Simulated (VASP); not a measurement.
# SnS2: relaxation of the atoms with PBE+D3(BJ)

SnS2, a slab with vacuum:

```
S Sn
1.0
     7.33948    0.00000    0.00000
    -3.66974    6.35618    0.00000
     0.00000    0.00000   18.95629
S Sn
8 4
Direct
  0.16667 0.33333 0.42202
  0.16667 0.83333 0.42202
  0.66667 0.33333 0.42202
  0.66667 0.83333 0.42202
  0.33333 0.16667 0.57798
  0.33333 0.66667 0.57798
  0.83333 0.16667 0.57798
  0.83333 0.66667 0.57798
  0.00000 0.00000 0.50000
  0.00000 0.50000 0.50000
  0.50000 0.00000 0.50000
  0.50000 0.50000 0.50000
```

```yaml
Program: VASP 6.6.1
Task: relaxation of the atoms
Functional: PBE
Dispersion: D3(BJ)
Potentials_or_basis: VASP PAW PBE potentials, release 64 (S, Sn_d)
Cutoff: 450 eV
k_mesh: 3 × 3 × 1
Occupations: gaussian, width 0.05 eV
Spin: no spin polarisation
Dipole_correction: yes
Atoms_held_fixed_from_0: "[0, 1, 2, 3]"
Further_INCAR_settings: ALGO = Normal; EDIFF = 1e-07; NELMDL = -8; IBRION = 2; EDIFFG = -0.03; NSW = 90
```

```yaml
Energy_gained_by_relaxing: 0.0 meV/atom
Ionic_steps: 2
Band_gap_on_the_k_mesh: 1.59 eV
Dispersion_energy_per_atom: -0.232 eV
```

Step by step:
```tsv
step	energy change (eV)	largest force on free atoms (eV/Å)	pressure (GPa)
1	0.0000	0.0339	-0.01
2	-0.0002	0.0172	-0.02
```

Final structure:
```yaml
crystal:
  lattice:
    - [7.33948, 0.00000, 0.00000]
    - [-3.66974, 6.35618, 0.00000]
    - [0.00000, 0.00000, 18.95629]
  atoms:
    - { symbol: S, position: [0.16667, 0.33333, 0.42202] }
    - { symbol: S, position: [0.16667, 0.83333, 0.42202] }
    - { symbol: S, position: [0.66667, 0.33333, 0.42202] }
    - { symbol: S, position: [0.66667, 0.83333, 0.42202] }
    - { symbol: S, position: [0.33333, 0.16667, 0.57806] }
    - { symbol: S, position: [0.33333, 0.66667, 0.57806] }
    - { symbol: S, position: [0.83333, 0.16667, 0.57806] }
    - { symbol: S, position: [0.83333, 0.66667, 0.57806] }
    - { symbol: Sn, position: [0.00000, 0.00000, 0.50000] }
    - { symbol: Sn, position: [0.00000, 0.50000, 0.50000] }
    - { symbol: Sn, position: [0.50000, 0.00000, 0.50000] }
    - { symbol: Sn, position: [0.50000, 0.50000, 0.50000] }
```

Levels at points of the mesh, in eV from the valence-band top:
```
           k point  band 49  band 50  band 51  band 52  band 53  band 54  band 55  band 56
(0.00, 0.00, 0.00)    -0.25    -0.25    -0.09    -0.09     1.59     1.59     1.59     2.44
```

Wall time 3.3 min on 4 MPI ranks on Intel(R) Xeon(R) Platinum 8488C (Sapphire Rapids), with other jobs on the host, peak memory 0.55 GiB a rank.

Caveat: spin-orbit coupling is left out, which moves the levels of the heavy elements.
